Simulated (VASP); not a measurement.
# KI (Fm-3m) in VASP: a series of runs

KI is run at these levels: PBE; tasks: single point, relaxation of cell and atoms.

Program: VASP 6.6.1. These are calculated values, not measurements. Logs are shortened: lines on timing, memory, paths and dates and some standing lists are left out, and cuts for length are marked.

## Step 1: The cell of the first run

The structure is cubic, space group Fm-3m (No. 225). Conventional cell: a = 7.177 Å, b = 7.177 Å, c = 7.177 Å, α = 90.00°, β = 90.00°, γ = 90.00°. Within 4.7 Å of K (site symmetry m-3m) lie 6 I at 3.59 Å. Within 4.7 Å of I (site symmetry m-3m) lie 6 K at 3.59 Å.

## Step 2: Single point, PBE

Input file INCAR:

```
PREC = Accurate ; ENCUT = 520
EDIFF = 1E-7 ; ISMEAR = 0
SIGMA = 0.02 ; LREAL = False
LASPH = True ; NELM = 100
ALGO = Normal ; ISIF = 2
LWAVE = False ; LCHARG = False
GGA = PE ; NBANDS = 33
```

Input file KPOINTS:

```
regular mesh
0
Gamma
  6 6 2
```

Input file POSCAR:

```
KI
1.0
    5.0747965705      0.0000000000      0.0000000000
   -2.5373982853      4.3949027491      0.0000000000
    0.0000000000      0.0000000000     12.4305914268
K I
3 3
Direct
    0.0000000000      0.0000000000      0.0000000000
    0.3333333333      0.6666666667      0.3333333333
    0.6666666667      0.3333333333      0.6666666667
    0.6666666667      0.3333333333      0.1666666667
    0.0000000000      0.0000000000      0.5000000000
    0.3333333333      0.6666666667      0.8333333333
```

Potentials or basis: VASP PAW PBE potentials, release 64 (K_sv, I).

Launch:

```console
> cat potpaw_PBE.64/K_sv/POTCAR potpaw_PBE.64/I/POTCAR > POTCAR
> mpirun -np 1 vasp_std > vasp.out
```

OUTCAR:

```text
PREC = Accurate
   ENCUT = 520
   EDIFF = 1E-7
   ISMEAR = 0
   LREAL = False
   LASPH = True
   NELM = 100
   ISIF = 2
   GGA = PE

 ion  position               nearest neighbor table
   1  0.000  0.000  0.000-   4 3.59   6 3.59   4 3.59   6 3.59   4 3.59   6 3.59
   2  0.333  0.667  0.333-   4 3.59   4 3.59   5 3.59   4 3.59   5 3.59   5 3.59
   3  0.667  0.333  0.667-   6 3.59   6 3.59   5 3.59   6 3.59   5 3.59   5 3.59
   4  0.667  0.333  0.167-   2 3.59   2 3.59   1 3.59   2 3.59   1 3.59   1 3.59
   5  0.000  0.000  0.500-   2 3.59   3 3.59   3 3.59   2 3.59   3 3.59   2 3.59
   6  0.333  0.667  0.833-   3 3.59   3 3.59   1 3.59   3 3.59   1 3.59   1 3.59

  LATTYP: Found a hexagonal cell.
 ALAT       =     5.0747965705
 C/A-ratio  =     2.4494758074

  Lattice vectors:

 A1 = (   5.0747965705,   0.0000000000,   0.0000000000)
 A2 = (  -2.5373982853,   4.3949027491,   0.0000000000)
 A3 = (   0.0000000000,   0.0000000000,  12.4305914268)

Analysis of symmetry for initial positions (statically):
=====================================================================
 Subroutine PRICEL returns following result:

  LATTYP: Found a face centered cubic cell.
 ALAT       =     7.1768189157

  Lattice vectors:

 A1 = (   2.5373982850,  -1.4649675829,   4.1435304752)
 A2 = (  -0.0000000003,   2.9299351662,   4.1435304752)
 A3 = (  -2.5373982847,  -1.4649675833,   4.1435304764)

   3 primitive cells build up your supercell.

 Routine SETGRP: Setting up the symmetry group for a
 hexagonal supercell.

 Subroutine GETGRP returns: Found 12 space group operations
 (whereof 12 operations were pure point group operations)
 out of a pool of 24 trial point group operations.

The static configuration has the point symmetry D_3d.

Analysis of symmetry for dynamics (positions and initial velocities):
=====================================================================
 Subroutine PRICEL returns following result:

  LATTYP: Found a face centered cubic cell.
 ALAT       =     7.1768189157

  Lattice vectors:

 A1 = (   2.5373982850,  -1.4649675829,   4.1435304752)
 A2 = (  -0.0000000003,   2.9299351662,   4.1435304752)
 A3 = (  -2.5373982847,  -1.4649675833,   4.1435304764)

   3 primitive cells build up your supercell.

 Routine SETGRP: Setting up the symmetry group for a
 hexagonal supercell.

 Subroutine GETGRP returns: Found 12 space group operations
 (whereof 12 operations were pure point group operations)
 out of a pool of 24 trial point group operations.

The dynamic configuration has the point symmetry D_3d.

 Subroutine INISYM returns: Found 12 space group operations
 (whereof 12 operations are pure point group operations),
 and found     3 'primitive' translations

----------------------------------------------------------------------------------------

                                     Primitive cell

  volume of cell :      92.4141

  direct lattice vectors                    reciprocal lattice vectors
     2.537398285 -1.464967583  4.143530475     0.197052234 -0.113768160  0.080446695
    -0.000000000  2.929935166  4.143530475     0.000000000  0.227536320  0.080446695
    -2.537398285 -1.464967583  4.143530476    -0.197052234 -0.113768160  0.080446695

  length of vectors
     5.074777323  5.074777323  5.074777324     0.241338865  0.241338865  0.241338865

  position of ions in fractional coordinates (direct lattice)
     0.000000000  0.000000000  0.000000000
     0.500000000  0.500000000  0.500000000

  ion indices of the primitive-cell ions
   primitive index   ion index
                 1           1
                 2           4

----------------------------------------------------------------------------------------

 KPOINTS: regular mesh

Automatic generation of k-mesh.
 Grid dimensions read from file:
 generate k-points for:    6    6    2

 Generating k-lattice:

  Cartesian coordinates                     Fractional coordinates (reciprocal lattice)
     0.032842039  0.018961360  0.000000000     0.166666667 -0.000000000  0.000000000
     0.000000000  0.037922720  0.000000000     0.000000000  0.166666667  0.000000000
     0.000000000  0.000000000  0.040223348     0.000000000  0.000000000  0.500000000

  Length of vectors
     0.037922720  0.037922720  0.040223348

  Shift w.r.t. Gamma in fractional coordinates (k-lattice)
     0.000000000  0.000000000  0.000000000

 Subroutine IBZKPT returns following result:
 ===========================================

 Found     14 irreducible k-points:

 Following reciprocal coordinates:
            Coordinates               Weight
  0.000000  0.000000  0.000000      1.000000
  0.166667  0.000000  0.000000      6.000000
  0.333333 -0.000000  0.000000      6.000000
  0.500000  0.000000  0.000000      3.000000
  0.166667  0.166667  0.000000      6.000000
  0.333333  0.166667  0.000000     12.000000
  0.333333  0.333333  0.000000      2.000000
  0.000000  0.000000  0.500000      1.000000
  0.166667  0.000000  0.500000      6.000000
  0.333333 -0.000000  0.500000      6.000000
  0.500000  0.000000  0.500000      3.000000
  0.166667  0.166667  0.500000      6.000000
  0.333333  0.166667  0.500000     12.000000
  0.333333  0.333333  0.500000      2.000000
   k-points           NKPTS =     14   k-points in BZ     NKDIM =     14   number of bands    NBANDS=     33
   number of dos      NEDOS =    301   number of ions     NIONS =      6
   total plane-waves  NPLWV = 153600
   dimension x,y,z NGX =    40 NGY =   40 NGZ =   96
   dimension x,y,z NGXF=    80 NGYF=   80 NGZF=  192
   ions per type =               3   3
   NGX,Y,Z   is equivalent  to a cutoff of  13.10, 13.10, 12.84 a.u.
   NGXF,Y,Z  is equivalent  to a cutoff of  26.21, 26.21, 25.68 a.u.
 SYSTEM =  unknown system
   PREC   = accura    normal or accurate (medium, high low for compatibility)
   ISTART =      0    job   : 0-new  1-cont  2-samecut
   ICHARG =      2    charge: 1-file 2-atom 10-const
   ISPIN  =      1    spin polarized calculation?
   LNONCOLLINEAR =      F non collinear calculations
   LSORBIT =      F    spin-orbit coupling
   LASPH  =      T    aspherical Exc in radial PAW
   ENCUT  =  520.0 eV  38.22 Ry    6.18 a.u.   9.44  9.44 23.11*2*pi/ulx,y,z
   NELM   =    100;   NELMIN=  2; NELMDL= -5     # of ELM steps
   EDIFF  = 0.1E-06   stopping-criterion for ELM
   LREAL  =      F    real-space projection
   EDIFFG = 0.1E-05   stopping-criterion for IOM
   NSW    =      0    number of steps for IOM
   IBRION =     -1    ionic relax: 0-MD 1-quasi-New 2-CG
   NFREE  =      0    steps in history (QN), initial steepest desc. (CG)
   ISIF   =      2    stress and relaxation
   ISYM   =      2    0-nonsym 1-usesym 2-fastsym
   POTIM  = 0.5000    time-step for ionic-motion
   TEBEG  =    0.0;   TEEND  =   0.0 temperature during run
   PSTRESS=    0.0 pullay stress
   NELECT =      48.0000    total number of electrons
   NUPDOWN=      -1.0000    fix difference up-down
   EMIN   =  10.00;   EMAX   =-10.00  energy-range for DOS
   EFERMI =   0.00;   METHOD = LEGACY
   ISMEAR =     0;   SIGMA  =   0.02  broadening in eV -4-tet -1-fermi 0-gaus
   EFERMI_NEDOS =   21; number of points for ismear=-14 and -15
   IALGO  =     38    algorithm
   IMIX   =      4    mixing-type and parameters
     AMIX     =   0.40;   BMIX     =  1.00
     AMIX_MAG =   1.60;   BMIX_MAG =  1.00
  volume/ion in A,a.u.               =      46.21       311.82
  Fermi-wavevector in a.u.,A,eV,Ry     =   0.912435  1.724252 11.327366  0.832538
  Thomas-Fermi vector in A             =   2.036831
   LORBIT       =      0    0 simple, 1 ext, 2 COOP (PROOUT), +10 PAW based schemes
   GGA     = PE    functional components
   LHFCALC =     F    Hartree Fock is set to
   AEXX    =    0.0000 exact exchange contribution
   IVDW    =     0    specifies the selected vdW correction
   LEPSILON=     F    determine dielectric tensor
   LRPA    =     F    only Hartree local field effects (RPA)
 non-spin polarized calculation
 Gauss-broadening in eV      SIGMA  =   0.02
  energy-cutoff  :      520.00
  volume of cell :      277.24
 maximum number of plane-waves:      7498
 NGX is ok and might be reduce to    40
   NGX = 19   NGY = 19   NGZ = 47

 number of electron      47.9999999 magnetization

 Free energy of the ion-electron system (eV)
  ---------------------------------------------------
  ext. energy  EPLUGINS =         0.00000000
  ---------------------------------------------------
  free energy    TOTEN  =       -16.69536832 eV

  energy without entropy =      -16.69536832  energy(sigma->0) =      -16.69536832

 E-fermi :  -0.5383     XC(G=0):  -6.9958

 val. band max:       -0.6504887923   @ k =   0.0000   0.0000   0.0000
 cond. band min:       3.2065760804   @ k =   0.0000   0.0000   0.0000
 fundamental gap:      3.8570648728
 Fermi energy:        -0.5383381311

 k-point     1 :       0.0000    0.0000    0.0000
  band No.  band energies     occupation
      1     -29.2383      2.00000
      2     -29.2372      2.00000
      3     -29.2372      2.00000
      4     -12.8051      2.00000
      5     -12.8051      2.00000
      6     -12.7218      2.00000
[... 25 lines left out ...]
     32       6.2517      0.00000
     33       6.5472      0.00000

 k-point     2 :       0.1667    0.0000    0.0000
  band No.  band energies     occupation
      1     -29.2380      2.00000
      2     -29.2370      2.00000
      3     -29.2370      2.00000
      4     -12.7983      2.00000
      5     -12.7932      2.00000
      6     -12.7456      2.00000
[... 25 lines left out ...]
     32       6.1852      0.00000
     33       6.6873      0.00000

 k-point     3 :       0.3333   -0.0000    0.0000
  band No.  band energies     occupation
      1     -29.2372      2.00000
      2     -29.2366      2.00000
      3     -29.2365      2.00000
      4     -12.8002      2.00000
      5     -12.7902      2.00000
      6     -12.7665      2.00000
[... 25 lines left out ...]
     32       6.8109      0.00000
     33       6.8771      0.00000

 k-point     4 :       0.5000    0.0000    0.0000
  band No.  band energies     occupation
      1     -29.2367      2.00000
      2     -29.2367      2.00000
      3     -29.2363      2.00000
      4     -12.8095      2.00000
      5     -12.8095      2.00000
      6     -12.7567      2.00000
[... 25 lines left out ...]
     32       6.7596      0.00000
     33       7.4039      0.00000

 k-point     5 :       0.1667    0.1667    0.0000
  band No.  band energies     occupation
      1     -29.2374      2.00000
      2     -29.2367      2.00000
      3     -29.2367      2.00000
      4     -12.7846      2.00000
      5     -12.7846      2.00000
      6     -12.7771      2.00000
[... 244 lines left out ...]
 k-point    12 :       0.1667    0.1667    0.5000
  band No.  band energies     occupation
      1     -29.2372      2.00000
      2     -29.2372      2.00000
      3     -29.2364      2.00000
      4     -12.7841      2.00000
      5     -12.7813      2.00000
      6     -12.7813      2.00000
[... 25 lines left out ...]
     32       6.9562      0.00000
     33       6.9573      0.00000

 k-point    13 :       0.3333    0.1667    0.5000
  band No.  band energies     occupation
      1     -29.2367      2.00000
      2     -29.2366      2.00000
      3     -29.2363      2.00000
      4     -12.8118      2.00000
      5     -12.7781      2.00000
      6     -12.7610      2.00000
[... 25 lines left out ...]
     32       6.6312      0.00000
     33       6.8306      0.00000

 k-point    14 :       0.3333    0.3333    0.5000
  band No.  band energies     occupation
      1     -29.2364      2.00000
      2     -29.2364      2.00000
      3     -29.2364      2.00000
      4     -12.7841      2.00000
      5     -12.7841      2.00000
      6     -12.7841      2.00000
[... 25 lines left out ...]
     32       6.2293      0.00000
     33       6.2293      0.00000

------------------------ aborting loop because EDIFF is reached ----------------------------------------

  FORCE on cell =-STRESS in cart. coord.  units (eV):
  Direction    XX          YY          ZZ          XY          YZ          ZX
  --------------------------------------------------------------------------------------
  -------------------------------------------------------------------------------------
  Total        0.0741976      0.0741976      0.0736345     -0.0000000     -0.0000000     -0.0000000
  in kB        0.4287860      0.4287860      0.4255322     -0.0000000     -0.0000000     -0.0000000
  external PRESSURE =       0.4277014 kB  Pullay stress =       0.0000000 kB

 VOLUME and BASIS-vectors are now :
 -----------------------------------------------------------------------------
  energy-cutoff  :      520.00
  volume of cell :      277.24
      direct lattice vectors                 reciprocal lattice vectors
     5.074796571  0.000000000  0.000000000     0.197052234  0.113768160  0.000000000
    -2.537398285  4.394902749  0.000000000     0.000000000  0.227536320  0.000000000
     0.000000000  0.000000000 12.430591427     0.000000000  0.000000000  0.080446695

 POSITION                                       TOTAL-FORCE (eV/Angst)
 -----------------------------------------------------------------------------------
      0.00000      0.00000      0.00000         0.000000      0.000000      0.000000
     -0.00000      2.92994      4.14353        -0.000000      0.000000      0.000000
      2.53740      1.46497      8.28706        -0.000000     -0.000000     -0.000000
      2.53740      1.46497      2.07177         0.000000     -0.000000     -0.000000
      0.00000      0.00000      6.21530        -0.000000      0.000000      0.000000
     -0.00000      2.92994     10.35883        -0.000000      0.000000      0.000000
 -----------------------------------------------------------------------------------
    total drift:                                0.000000     -0.000000     -0.000000

  FREE ENERGIE OF THE ION-ELECTRON SYSTEM (eV)
  ---------------------------------------------------
  free  energy   TOTEN  =       -16.6953683228 eV

  energy  without entropy=      -16.6953683228  energy(sigma->0) =      -16.69536832
```

Wall time 1.7 min (1 thread of Intel Xeon 6975P-C (Granite Rapids), shared host); peak memory 0.44 GiB.

What came out:

```yaml
Free_energy: -16.6954 eV
Pressure: 0.0 GPa
Band_gap_on_the_k_mesh: 3.86 eV
```

Caveat: spin-orbit coupling is left out, which moves the levels of the heavy elements. Expect the measured gap to be larger: semilocal functionals such as PBE lack the derivative discontinuity.

## Step 3: Relaxation of cell and atoms, PBE

This run uses another cell than the first one, of 44.09 Å³/atom, 0.954 times its volume.

Input file INCAR:

```
SYSTEM = KI
PREC     = Accurate       ! precision mode
ENCUT    = 600            ! plane-wave cutoff, eV
EDIFF    = 1E-6           ! SCF threshold, eV
ISMEAR   = 0              ! smearing method
SIGMA    = 0.02           ! smearing width, eV
LREAL    = .FALSE.        ! projectors in reciprocal space
LASPH    = .TRUE.         ! aspherical terms in the spheres
NELM     = 100            ! most SCF steps
ALGO     = Normal         ! electronic algorithm
ISIF     = 3              ! what is computed and relaxed
LWAVE    = .FALSE.        ! write WAVECAR
LCHARG   = .FALSE.        ! write CHGCAR
GGA      = PE             ! functional
IBRION   = 2              ! ionic algorithm
NSW      = 100            ! ionic steps
EDIFFG   = -0.005         ! ionic threshold
```

Input file KPOINTS:

```
Automatic mesh
0
G
  6 6 2
  0 0 0
```

Input file POSCAR:

```
KI
1.0
    4.9960980000      0.0000000000      0.0000000000
   -2.4980490000      4.3267480000      0.0000000000
    0.0000000000      0.0000000000     12.2378920000
K I
3 3
Direct
    0.0000000000      0.0000000000      0.0000000000
    0.3333333300      0.6666666700      0.3333333300
    0.6666666700      0.3333333300      0.6666666700
    0.6666666700      0.3333333300      0.1666666700
    0.0000000000      0.0000000000      0.5000000000
    0.3333333300      0.6666666700      0.8333333300
```

Potentials or basis: VASP PAW PBE potentials, release 64 (K_sv, I).

Launch:

```console
> cat potpaw_PBE.64/K_sv/POTCAR potpaw_PBE.64/I/POTCAR > POTCAR
> mpirun -np 1 vasp_std > vasp.out
```

Wall time 2.9 min (1 thread of Intel Xeon 6975P-C (Granite Rapids), shared host); peak memory 0.48 GiB.

Results (log left out):

```yaml
Free_energy: -16.6955 eV
Relaxed_volume: 46.47 Å³/atom
Relaxed_cell: a = 5.084 Å, b = 5.084 Å, c = 12.454 Å, α = 90.00°, β = 90.00°, γ = 120.00°
Space_group_after_relaxing_to_0.05_Å: Fm-3m (No. 225)
Energy_gained_by_relaxing: 4.3 meV/atom
Ionic_steps: 3
Pressure_after_relaxing: 0.0 GPa
Band_gap_on_the_k_mesh: 3.84 eV
```

Step by step:
| step | energy change (eV) | largest force (eV/Å) | pressure (GPa) | volume (Å³) |
| --- | --- | --- | --- | --- |
| 1 | 0.0000 | 0.0000 | 0.62 | 264.54 |
| 2 | -0.0189 | 0.0000 | 0.30 | 271.13 |
| 3 | -0.0257 | 0.0000 | -0.01 | 278.81 |

Final structure:
```
K I
1.0
     5.08435    0.00000    0.00000
    -2.54217    4.40317    0.00000
     0.00000    0.00000   12.45404
K I
3 3
Direct
  0.00000 0.00000 0.00000
  0.33333 0.66667 0.33333
  0.66667 0.33333 0.66667
  0.66667 0.33333 0.16667
  0.00000 0.00000 0.50000
  0.33333 0.66667 0.83333
```

Levels at points of the mesh, in eV from the valence-band top:
| k point | band 20 | band 21 | band 22 | band 23 | band 24 | band 25 | band 26 | band 27 | band 28 |
| --- | --- | --- | --- | --- | --- | --- | --- | --- | --- |
| (0.00, 0.00, 0.00) | -0.23 | -0.23 | 0.00 | 0.00 | 0.00 | 3.84 | 5.26 | 5.26 | 6.51 |
| (0.50, 0.00, 0.00) | -0.41 | -0.34 | -0.34 | -0.31 | -0.31 | 5.01 | 5.64 | 5.71 | 5.71 |
| (0.00, 0.00, 0.50) | -0.29 | -0.08 | -0.08 | -0.08 | -0.08 | 4.44 | 4.44 | 5.47 | 6.42 |
| (0.50, 0.00, 0.50) | -0.47 | -0.33 | -0.33 | -0.29 | -0.29 | 5.38 | 5.38 | 5.47 | 6.08 |

Caveat: spin-orbit coupling is left out, which moves the levels of the heavy elements.
